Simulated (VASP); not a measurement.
Here is a VASP 6.6.1 calculation.

Contents of INCAR:

```
SYSTEM = Al2Rh
PREC = Accurate
ENCUT = 520
EDIFF = 1E-6
ISMEAR = 0
SIGMA = 0.1
LREAL = .FALSE.
LASPH = .TRUE.
NELM = 100
ALGO = Normal
ISIF = 2
LWAVE = .FALSE.
LCHARG = .FALSE.
GGA = PE
NBANDS = 30
```

Contents of KPOINTS:

```
Automatic mesh
0
G
  4 4 6
  0 0 0
```

Contents of POSCAR:

```
Al2Rh
1.0
    6.2712143042      0.0000000000      0.0000000000
    0.0000000000      6.2712143042      0.0000000000
    0.0000000000      0.0000000000      2.8904271464
Al Rh
4 2
Direct
    0.2743939839      0.2743939839      0.0000000000
    0.2256060161      0.7743939839      0.5000000000
    0.7256060161      0.7256060161      0.0000000000
    0.7743939839      0.2256060161      0.5000000000
    0.0000000000      0.0000000000      0.0000000000
    0.5000000000      0.5000000000      0.5000000000
```

Potentials or basis: VASP PAW PBE potentials, release 64 (Al, Rh_pv).

The run is started by

```sh
$ cat potpaw_PBE.64/Al/POTCAR potpaw_PBE.64/Rh_pv/POTCAR > POTCAR
$ mpirun -np 1 vasp_std > vasp.out
```

Question: What does it give for the band gap on the k mesh?

Answer: Zero (bands 21 and 22 overlap by 2.51 eV).

Question: What does it give for the pressure?

Answer: -0.1 GPa.

Question: Predict the largest force.

Answer: 0.005 eV/Å.

Forces in eV/Å, atoms in the order of the input:
```
Al   0.004  0.004  0.000
Al  -0.004  0.004  0.000
Al  -0.004 -0.004  0.000
Al   0.004 -0.004  0.000
Rh   0.000  0.000  0.000
Rh   0.000  0.000  0.000
```

Caveat: the k points lie up to 0.36 Å⁻¹ apart, too coarse for converged energies and pressures of a metal.
